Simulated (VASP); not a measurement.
# Ti3Si8 (P1) in VASP: single point with PBE

Aim: the single point of Ti3Si8 with PBE.

Everything below comes from runs of VASP 6.6.1. Logs are shortened: lines on timing, memory, paths and dates and some standing lists are left out, and cuts for length are marked.

## (1) The cell of the first run

The typed cell holds 22 atoms: a = 7.070 Å, b = 7.705 Å, c = 7.956 Å, α = 65.57°, β = 63.44°, γ = 62.38°.

## (2) Single point, PBE

File INCAR:

```
PREC = Accurate ; ENCUT = 520
EDIFF = 1E-7 ; ISMEAR = 0
SIGMA = 0.1 ; LREAL = Auto
LASPH = True ; NELM = 80
ALGO = Normal ; ISIF = 2
LWAVE = False ; LCHARG = True
GGA = PE ; LELF = True
LVHAR = True ; NBANDS = 85
ISYM = 0
```

File KPOINTS:

```
Automatic mesh
0
Gamma
  2 2 2
  0.5 0.5 0.5
```

File POSCAR:

```
Ti3Si8
1.0
   -0.0112034666     -0.0164927786     -7.0701483667
   -1.7835403125     -6.5997010914     -3.5534719583
   -7.1219820571     -0.0070361807     -3.5461786929
Ti Si
6 16
Direct
    0.1942411854      0.7991447516      0.0524068682
    0.7066174227      0.7972889327      0.0456700647
    0.9510615043      0.7956614785      0.5527854446
    0.0428067215      0.2010492224      0.4528608751
    0.5548867313      0.1992752967      0.4462306071
    0.7980586791      0.2029352638      0.9457983249
    0.4448885615      0.1315596882      0.2037062303
    0.9729683886      0.1157791717      0.2071810954
    0.2070397642      0.1386400638      0.7280752477
    0.6872588722      0.1100891876      0.7364591288
    0.7761269649      0.8822584184      0.2916874978
    0.3045587576      0.8666898746      0.2948639052
    0.5420905789      0.8597742559      0.7706940904
    0.0620835749      0.8881724172      0.7621367317
    0.6810161033      0.5129558649      0.3711592339
    0.1839749017      0.4994642264      0.3766624001
    0.4321202096      0.4989966838      0.8737249440
    0.9472200629      0.4851764423      0.8752185308
    0.5651613330      0.4990285926      0.1218654051
    0.0685652299      0.4852157920      0.1271940317
    0.3171974668      0.4999924081      0.6244277873
    0.8022142813      0.5134381789      0.6231807037
```

Potentials or basis: VASP PAW PBE potentials, release 64 (Ti_sv, Si).

Launch:

```bash
$ cat potpaw_PBE.64/Ti_sv/POTCAR potpaw_PBE.64/Si/POTCAR > POTCAR
$ mpirun -np 1 vasp_std > vasp.out
```

OUTCAR:

```text
PREC = Accurate
   ENCUT = 520
   EDIFF = 1E-7
   ISMEAR = 0
   LREAL = Auto
   LASPH = True
   NELM = 80
   ISIF = 2
   GGA = PE
   ISYM = 0

 ion  position               nearest neighbor table
   1  0.194  0.799  0.052-  13 2.56  14 2.59  11 2.64  16 2.66   8 2.67  19 2.67  12 2.67  17 2.68
                            20 2.71   9 2.82
   2  0.707  0.797  0.046-  11 2.59  12 2.59  15 2.61  10 2.64  19 2.66  14 2.67  20 2.69  13 2.69
                            18 2.71   7 2.80
   3  0.951  0.796  0.553-  12 2.55  13 2.55  14 2.56  11 2.58  22 2.60  16 2.64  21 2.64  18 2.69
                            10 2.79   8 2.83
   4  0.043  0.201  0.453-   8 2.59   7 2.59  20 2.61  14 2.64  16 2.66  10 2.67  15 2.69   9 2.69
                            22 2.71  12 2.80
   5  0.555  0.199  0.446-   9 2.56  10 2.59   8 2.64  19 2.66  11 2.67  16 2.67   7 2.67  21 2.68
                            15 2.71  13 2.82
   6  0.798  0.203  0.946-   7 2.55   9 2.55  10 2.56   8 2.58  18 2.60  19 2.64  17 2.65  22 2.69
                            14 2.79  11 2.84
   7  0.445  0.132  0.204-  12 2.38  11 2.42   6 2.55   4 2.59   5 2.67   2 2.80  20 2.87  17 2.96
                            19 3.06  16 3.07
   8  0.973  0.116  0.207-  12 2.42  11 2.47   6 2.58   4 2.59   5 2.64   1 2.67   3 2.83  18 2.97
                            20 2.98  19 3.11
   9  0.207  0.139  0.728-  13 2.40  14 2.45   6 2.55   5 2.56   4 2.69   1 2.82  18 2.83  21 2.93
                            16 3.02  22 3.12
  10  0.687  0.110  0.736-  14 2.45  13 2.45   6 2.56   5 2.59   2 2.64   4 2.67   3 2.79  21 3.04
                            17 3.06
  11  0.776  0.882  0.292-   7 2.42   8 2.47   3 2.58   2 2.59   1 2.64   5 2.67   6 2.84  22 2.97
                            15 2.98  16 3.11
  12  0.305  0.867  0.295-   7 2.38   8 2.42   3 2.55   2 2.59   1 2.67   4 2.80  15 2.87  21 2.95
                            16 3.06  19 3.07
  13  0.542  0.860  0.771-   9 2.40  10 2.45   3 2.55   1 2.56   2 2.69   5 2.82  22 2.83  17 2.92
                            19 3.02  18 3.12
  14  0.062  0.888  0.762-  10 2.45   9 2.45   3 2.56   1 2.59   4 2.64   2 2.67   6 2.79  17 3.04
                            21 3.06
  15  0.681  0.513  0.371-  21 2.47  22 2.51  19 2.52  20 2.52   2 2.61   4 2.69   5 2.71  12 2.87
                            11 2.98
  16  0.184  0.499  0.377-  22 2.51  20 2.52  21 2.54  19 2.55   3 2.64   1 2.66   4 2.66   5 2.67
                             9 3.02  12 3.06   7 3.07  11 3.11
  17  0.432  0.499  0.874-  21 2.45  20 2.47  22 2.50  19 2.54   6 2.65   1 2.68  13 2.92   7 2.96
                            14 3.04  10 3.06
  18  0.947  0.485  0.875-  21 2.50  20 2.51  19 2.51  22 2.53   6 2.60   3 2.69   2 2.71   9 2.83
                             8 2.97  13 3.12
  19  0.565  0.499  0.122-  18 2.51  15 2.52  17 2.54  16 2.55   6 2.64   5 2.66   2 2.66   1 2.67
                            13 3.02   7 3.06  12 3.07   8 3.11
  20  0.069  0.485  0.127-  17 2.47  18 2.51  16 2.52  15 2.52   4 2.61   2 2.69   1 2.71   7 2.87
                             8 2.98
  21  0.317  0.500  0.624-  17 2.45  15 2.47  18 2.50  16 2.54   3 2.64   5 2.68   9 2.93  12 2.95
                            10 3.04  14 3.06
  22  0.802  0.513  0.623-  17 2.50  15 2.51  16 2.51  18 2.53   3 2.60   6 2.69   4 2.71  13 2.83
                            11 2.97   9 3.12

IMPORTANT INFORMATION: All symmetrisations will be switched off!
NOSYMM: (Re-)initialisation of all symmetry stuff for point group C_1.

----------------------------------------------------------------------------------------

                                     Primitive cell

  volume of cell :     331.6541

  direct lattice vectors                    reciprocal lattice vectors
    -0.011203467 -0.016492779 -7.070148367     0.070491259  0.057237374 -0.141684969
    -1.783540313 -6.599701091 -3.553471958    -0.000026351 -0.151705459  0.000353930
    -7.121982057 -0.007036181 -3.546178693    -0.140514640  0.037901183  0.000134248

  length of vectors
     7.070176480  7.704818849  7.956007872     0.168284773  0.151705874  0.145536531

  position of ions in fractional coordinates (direct lattice)
     0.194241185  0.799144752  0.052406868
     0.706617423  0.797288933  0.045670065
     0.951061504  0.795661479  0.552785445
     0.042806721  0.201049222  0.452860875
     0.554886731  0.199275297  0.446230607
     0.798058679  0.202935264  0.945798325
[... 14 lines left out ...]
     0.317197467  0.499992408  0.624427787
     0.802214281  0.513438179  0.623180704

  ion indices of the primitive-cell ions
   primitive index   ion index
                 1           1
                 2           2
                 3           3
                 4           4
                 5           5
                 6           6
[... 14 lines left out ...]
                21          21
                22          22

----------------------------------------------------------------------------------------

 KPOINTS: Automatic mesh

Automatic generation of k-mesh.
 Grid dimensions read from file:
 generate k-points for:    2    2    2

 Generating k-lattice:

  Cartesian coordinates                     Fractional coordinates (reciprocal lattice)
     0.035245630  0.028618687 -0.070842484     0.500000000  0.000000000  0.000000000
    -0.000013176 -0.075852729  0.000176965     0.000000000  0.500000000  0.000000000
    -0.070257320  0.018950591  0.000067124    -0.000000000 -0.000000000  0.500000000

  Length of vectors
     0.084142387  0.075852937  0.072768266

  Shift w.r.t. Gamma in fractional coordinates (k-lattice)
     0.500000000  0.500000000  0.500000000

 Subroutine IBZKPT returns following result:
 ===========================================

 Found      4 irreducible k-points:

 Following reciprocal coordinates:
            Coordinates               Weight
  0.250000  0.250000  0.250000      2.000000
 -0.250000  0.250000  0.250000      2.000000
  0.250000 -0.250000  0.250000      2.000000
 -0.250000 -0.250000  0.250000      2.000000
   k-points           NKPTS =      4   k-points in BZ     NKDIM =      4   number of bands    NBANDS=     85
   number of dos      NEDOS =    301   number of ions     NIONS =     22
   total plane-waves  NPLWV = 194400
   dimension x,y,z NGX =    54 NGY =   60 NGZ =   60
   dimension x,y,z NGXF=   108 NGYF=  120 NGZF=  120
   ions per type =               6  16
   NGX,Y,Z   is equivalent  to a cutoff of  12.70, 12.95, 12.54 a.u.
   NGXF,Y,Z  is equivalent  to a cutoff of  25.39, 25.89, 25.07 a.u.
 SYSTEM =  unknown system
   PREC   = accura    normal or accurate (medium, high low for compatibility)
   ISTART =      0    job   : 0-new  1-cont  2-samecut
   ICHARG =      2    charge: 1-file 2-atom 10-const
   ISPIN  =      1    spin polarized calculation?
   LNONCOLLINEAR =      F non collinear calculations
   LSORBIT =      F    spin-orbit coupling
   LASPH  =      T    aspherical Exc in radial PAW
   ENCUT  =  520.0 eV  38.22 Ry    6.18 a.u.  13.15 14.33 14.79*2*pi/ulx,y,z
   NELM   =     80;   NELMIN=  2; NELMDL= -5     # of ELM steps
   EDIFF  = 0.1E-06   stopping-criterion for ELM
   LREAL  =      T    real-space projection
   EDIFFG = 0.1E-05   stopping-criterion for IOM
   NSW    =      0    number of steps for IOM
   IBRION =     -1    ionic relax: 0-MD 1-quasi-New 2-CG
   NFREE  =      0    steps in history (QN), initial steepest desc. (CG)
   ISIF   =      2    stress and relaxation
   ISYM   =      0    0-nonsym 1-usesym 2-fastsym
   POTIM  = 0.5000    time-step for ionic-motion
   TEBEG  =    0.0;   TEEND  =   0.0 temperature during run
   PSTRESS=    0.0 pullay stress
   NELECT =     136.0000    total number of electrons
   NUPDOWN=      -1.0000    fix difference up-down
   EMIN   =  10.00;   EMAX   =-10.00  energy-range for DOS
   EFERMI =   0.00;   METHOD = LEGACY
   ISMEAR =     0;   SIGMA  =   0.10  broadening in eV -4-tet -1-fermi 0-gaus
   EFERMI_NEDOS =   21; number of points for ismear=-14 and -15
   IALGO  =     38    algorithm
   IMIX   =      4    mixing-type and parameters
     AMIX     =   0.40;   BMIX     =  1.00
     AMIX_MAG =   1.60;   BMIX_MAG =  1.00
  volume/ion in A,a.u.               =      15.08       101.73
  Fermi-wavevector in a.u.,A,eV,Ry     =   1.216259  2.298396 20.126901  1.479286
  Thomas-Fermi vector in A             =   2.351619
   LORBIT       =      0    0 simple, 1 ext, 2 COOP (PROOUT), +10 PAW based schemes
   GGA     = PE    functional components
   LHFCALC =     F    Hartree Fock is set to
   AEXX    =    0.0000 exact exchange contribution
   IVDW    =     0    specifies the selected vdW correction
   LEPSILON=     F    determine dielectric tensor
   LRPA    =     F    only Hartree local field effects (RPA)
 non-spin polarized calculation
 Gauss-broadening in eV      SIGMA  =   0.10
  energy-cutoff  :      520.00
  volume of cell :      331.65
 maximum number of plane-waves:      8941
 NGX is ok and might be reduce to    54
   NGX = 27   NGY = 29   NGZ = 29

 number of electron     135.9999994 magnetization

 Free energy of the ion-electron system (eV)
  ---------------------------------------------------
  ext. energy  EPLUGINS =         0.00000000
  ---------------------------------------------------
  free energy    TOTEN  =      -141.63750907 eV

  energy without entropy =     -141.60420647  energy(sigma->0) =     -141.62085777

 E-fermi :   9.3945     XC(G=0): -11.2353

 val. band max:        9.3840441014   @ k =  -0.2500   0.2500   0.2500
 cond. band min:       9.4198794836   @ k =  -0.2500  -0.2500   0.2500
 fundamental gap:      0.0358353822
 Fermi energy:         9.3944958360

 k-point     1 :       0.2500    0.2500    0.2500
  band No.  band energies     occupation
      1     -47.2508      2.00000
      2     -47.2497      2.00000
      3     -47.1857      2.00000
      4     -47.1848      2.00000
      5     -47.0965      2.00000
      6     -47.0961      2.00000
[... 72 lines left out ...]
     79      11.3571      0.00000
     80      11.4058      0.00000

 k-point     2 :      -0.2500    0.2500    0.2500
  band No.  band energies     occupation
      1     -47.2508      2.00000
      2     -47.2497      2.00000
      3     -47.1856      2.00000
      4     -47.1848      2.00000
      5     -47.0965      2.00000
      6     -47.0962      2.00000
[... 72 lines left out ...]
     79      11.2888      0.00000
     80      11.3931      0.00000

 k-point     3 :       0.2500   -0.2500    0.2500
  band No.  band energies     occupation
      1     -47.2508      2.00000
      2     -47.2497      2.00000
      3     -47.1856      2.00000
      4     -47.1848      2.00000
      5     -47.0965      2.00000
      6     -47.0961      2.00000
[... 72 lines left out ...]
     79      11.2407      0.00000
     80      11.2618      0.00000

 k-point     4 :      -0.2500   -0.2500    0.2500
  band No.  band energies     occupation
      1     -47.2508      2.00000
      2     -47.2497      2.00000
      3     -47.1856      2.00000
      4     -47.1848      2.00000
      5     -47.0965      2.00000
      6     -47.0961      2.00000
[... 72 lines left out ...]
     79      11.2258      0.00000
     80      11.3179      0.00000
 [bands above 80 left out]

------------------------ aborting loop because EDIFF is reached ----------------------------------------

  FORCE on cell =-STRESS in cart. coord.  units (eV):
  Direction    XX          YY          ZZ          XY          YZ          ZX
  --------------------------------------------------------------------------------------
  -------------------------------------------------------------------------------------
  Total       -0.1592705     -0.1374694     -0.0423568     -0.0133526     -0.1769054      0.0434936
  in kB       -0.7694150     -0.6640965     -0.2046202     -0.0645048     -0.8546066      0.2101120
  external PRESSURE =      -0.5460439 kB  Pullay stress =       0.0000000 kB

 VOLUME and BASIS-vectors are now :
 -----------------------------------------------------------------------------
  energy-cutoff  :      520.00
  volume of cell :      331.65
      direct lattice vectors                 reciprocal lattice vectors
    -0.011203467 -0.016492779 -7.070148367     0.070491259  0.057237374 -0.141684969
    -1.783540313 -6.599701091 -3.553471958    -0.000026351 -0.151705459  0.000353930
    -7.121982057 -0.007036181 -3.546178693    -0.140514640  0.037901183  0.000134248

 POSITION                                       TOTAL-FORCE (eV/Angst)
 -----------------------------------------------------------------------------------
     -1.80072     -5.27769     -4.39890         0.002948      0.005280      0.015025
     -1.75517     -5.27384     -7.99099        -0.000924     -0.006410      0.000620
     -5.36668     -5.27070    -11.51178        -0.021779      0.010154     -0.002339
     -3.58433     -1.33076     -2.62300         0.002775      0.007964      0.002918
     -3.53968     -1.32745     -6.21366         0.002246     -0.011192     -0.002785
     -7.10684     -1.35913     -9.71749         0.026097     -0.008382     -0.009942
[... 14 lines left out ...]
     -5.34247     -3.30943     -6.23367         0.013381      0.014231     -0.007271
     -5.36301     -3.40615     -9.70617         0.012483      0.008260      0.008191
 -----------------------------------------------------------------------------------
    total drift:                                0.007619     -0.009965      0.005587

  FREE ENERGIE OF THE ION-ELECTRON SYSTEM (eV)
  ---------------------------------------------------
  free  energy   TOTEN  =      -141.6375090684 eV

  energy  without entropy=     -141.6042064651  energy(sigma->0) =     -141.62085777
```

It took 4.8 min on 1 thread of Intel Xeon Platinum 8259CL at 2.50GHz (Skylake/Cascade Lake), shared host; peak memory 0.46 GiB.

Results:

| Quantity | Value |
| --- | --- |
| Free energy | -141.6375 eV |
| Pressure | -0.1 GPa |
| Largest force | 0.049 eV/Å |
| Band gap on the k mesh | zero (band 68 reaches 9.62 eV, above the bottom of band 69 at 9.06 eV) |

Forces on the atoms (eV/Å):
```
Ti   0.003  0.005  0.015
Ti  -0.001 -0.006  0.001
Ti  -0.022  0.010 -0.002
Ti   0.003  0.008  0.003
Ti   0.002 -0.011 -0.003
Ti   0.026 -0.008 -0.010
Si  -0.008  0.004  0.028
Si  -0.003  0.007  0.017
Si  -0.003  0.006 -0.004
Si   0.005  0.012 -0.004
Si   0.007 -0.011 -0.024
Si   0.003 -0.008 -0.022
Si   0.007 -0.006  0.003
Si  -0.011 -0.024  0.001
Si  -0.041  0.027  0.002
Si  -0.009  0.000 -0.002
Si  -0.019 -0.007  0.008
Si  -0.014  0.001  0.003
Si   0.012  0.004 -0.007
Si   0.036 -0.024 -0.005
Si   0.013  0.014 -0.007
Si   0.012  0.008  0.008
```

Caveat: the k points lie up to 0.53 Å⁻¹ apart.
